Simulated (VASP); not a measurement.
Write the native input for VASP 6.6.1 that does the following.

- Task: single point
- Functional: LDA
- Potentials or basis: VASP PAW LDA potentials, release 64 (Sr_sv, O)
- Cutoff: 520 eV
- k mesh: 9 × 9 × 8
- Occupations: gaussian, width 0.05 eV
- Spin: no spin polarisation
- Dipole correction: no
- Further INCAR settings: ALGO = Normal; EDIFF = 1e-07; NBANDS = 24

The structure of SrO lies in POSCAR:

```
SrO
1.0
    0.0000000000     -2.5321850030     -2.5321850030
   -2.5321850030      0.0000000000     -2.5321850030
    2.5321850030      2.5321850030     -5.0643700061
Sr O
2 2
Direct
    0.0000000000      0.0000000000      0.0000000000
    0.5000000000      0.5000000000      0.5000000000
    0.7301482177      0.7755950605      0.7499994306
    0.2698517823      0.2244049395      0.2500005694
```

This cell differs from its parent crystal: mode 6 frozen in at +0.000 Å and mode 10 at -0.083 Å (largest displacements).

One way to write it, as run:

INCAR

```
ALGO = Normal
EDIFF = 1E-7
ENCUT = 520
ISIF = 2
ISMEAR = 0
LASPH = True
LCHARG = False
LREAL = False
LWAVE = False
NBANDS = 24
NELM = 80
PREC = Accurate
SIGMA = 0.05
```

KPOINTS

```
k-points
0
Gamma
  9 9 8
```

Potentials or basis: VASP PAW LDA potentials, release 64 (Sr_sv, O).

The run is started by

```console
$ cat potpaw_LDA.64/Sr_sv/POTCAR potpaw_LDA.64/O/POTCAR > POTCAR
$ mpirun -np 1 vasp_std > vasp.out
```

Results of the run:

| Quantity | Value |
| --- | --- |
| Pressure | 1.1 GPa |
| Largest force | 0.426 eV/Å |
| Band gap on the k mesh | 3.11 eV |

Caveat: the cell differs from its parent crystal (mode 6 frozen in at +0.000 Å and mode 10 at -0.083 Å (largest displacements)).

Wall time 4.6 min on 1 thread of Intel(R) Xeon(R) 6975P-C (Granite Rapids), with other jobs on the host, peak memory 0.5 GiB.
